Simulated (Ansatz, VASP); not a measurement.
# PbS: VASP beside Ansatz

File INCAR:

```
SYSTEM = PbS
ALGO = Normal ; EDIFF = 1E-6
ENCUT = 500 ; GGA_COMPAT = .False.
ISIF = 2 ; ISMEAR = 0
LASPH = .True. ; LCHARG = .True.
LELF = .True. ; LREAL = .False.
LVHAR = .True. ; LWAVE = .False.
NBANDS = 17 ; NELM = 120
PREC = Accurate ; SIGMA = 0.03
```

File KPOINTS:

```
k-points
0
Gamma
  12 12 12
  0 0 0
```

File POSCAR:

```
PbS
1.0
    0.0000000000      2.9278869746      2.9278869746
    2.9278869746      0.0000000000      2.9278869746
    2.9278869746      2.9278869746      0.0000000000
Pb S
1 1
Direct
    0.0000000000      0.0000000000      0.0000000000
    0.5000000000      0.5000000000      0.5000000000
```

Input for Ansatz:

```yaml
crystal:
  lattice:
    - [0.0, 2.9278869746, 2.9278869746]
    - [2.9278869746, 0.0, 2.9278869746]
    - [2.9278869746, 2.9278869746, 0.0]
  atoms:
    - { symbol: Pb, position: [0.0, 0.0, 0.0] }
    - { symbol: S, position: [0.5, 0.5, 0.5] }
scf:
  occupations: { method: gaussian, width: 0.03 }
output:
  forces: true
  stress: true
  eigenvalues: true
  write_density: true
  write_potential: true
  elf: true
  volumetric_format: npy
hamiltonian:
  xc: lda
basis:
  ecutwfc: 450
kpoints:
  mp_grid: { grid: [12, 12, 12] }
```

Alike in both runs: task single point; functional LDA; k mesh 12 × 12 × 12; occupations gaussian, width 0.03 eV; no spin polarisation.

|  | VASP | Ansatz |
| --- | --- | --- |
| version | VASP 6.6.1 | Ansatz 0.2.0 |
| potentials or method | VASP PAW LDA potentials, release 64 (Pb_d, S), cutoff 500 eV | scalar-relativistic, plane waves, PAW |
| valence electrons in the cell | 20 | 20 |

|  | VASP | Ansatz | Ansatz less VASP |
| --- | --- | --- | --- |
| pressure (GPa) | -0.3 | -0.3 | -0.05 |

LDA's correlation is that of Perdew and Zunger in VASP and of Perdew and Wang (1992) in Ansatz.

Spin-orbit coupling is off throughout.
